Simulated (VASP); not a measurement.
Input of a VASP 6.6.1 run:

INCAR

```
SYSTEM = Tl
ALGO = Normal
EDIFF = 1E-8
ENCUT = 520
ISIF = 2
ISMEAR = -1
LASPH = .True.
LCHARG = .False.
LEFG = .True.
LREAL = .False.
LWAVE = .False.
NBANDS = 12
NELM = 100
PREC = Accurate
SIGMA = 0.05
```

Contents of KPOINTS:

```
k-points
0
Gamma
  13 13 13
  0 0 0
```

File POSCAR:

```
Tl
1.0
   -1.9665424028      1.9665424028      1.9665424028
    1.9665424028     -1.9665424028      1.9665424028
    1.9665424028      1.9665424028     -1.9665424028
Tl
1
Direct
    0.0000000000      0.0000000000      0.0000000000
```

Potentials or basis: VASP PAW LDA potentials, release 64 (Tl_d).

The run is started by

```console
$ cat potpaw_LDA.64/Tl_d/POTCAR > POTCAR
$ mpirun -np 1 vasp_std > vasp.out
```

Problem. Estimate the pressure.

Solution. -3.4 GPa.

Problem. Predict the band gap on the k mesh.

Solution. Zero (an odd number of electrons rules out a gap without spin polarisation).

Caveat: the cell stands under tension; spin-orbit coupling is left out, which moves the levels of the heavy elements.
